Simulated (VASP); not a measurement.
The system is Ir.

```
Ir
1.0
     0.00000    1.93457    1.93457
     1.93457    0.00000    1.93457
     1.93457    1.93457    0.00000
Ir
1
Cartesian
  0.0000 0.0000 0.0000
```

* Program: VASP 6.6.1
* Task: relaxation of cell and atoms
* Functional: SCAN
* Potentials or basis: VASP PAW PBE potentials, release 64 (Ir)
* Cutoff: 370 eV
* k mesh: 16 × 16 × 16
* Occupations: gaussian, width 0.15 eV
* Spin: no spin polarisation

At the start: pressure -21.4 GPa; volume 14.48 Å³/atom.

Q: Where does the relaxation end?

A: Over 5 steps the energy falls by 62.3 meV/atom and the volume is 13.60 Å³/atom (-6.1 %); space group Fm-3m (No. 225, to 0.1 Å) before and after.

The path:
```tsv
step	energy change (eV)	largest force (eV/Å)	pressure (GPa)	volume (Å³)
1	0.0000	0.0000	-21.38	14.48
2	1.1414	0.0000	175.07	10.80
3	-0.0617	0.0000	-2.32	13.68
4	-0.0622	0.0000	-0.85	13.63
5	-0.0623	0.0000	0.01	13.60
```

Final structure:
```
Ir
1.0
     0.00000    1.89472    1.89472
     1.89472    0.00000    1.89472
     1.89472    1.89472    0.00000
Ir
1
Cartesian
  0.0000 0.0000 0.0000
```

Caveat: the PAW data sets were made with another functional, which shifts forces and pressure a little.
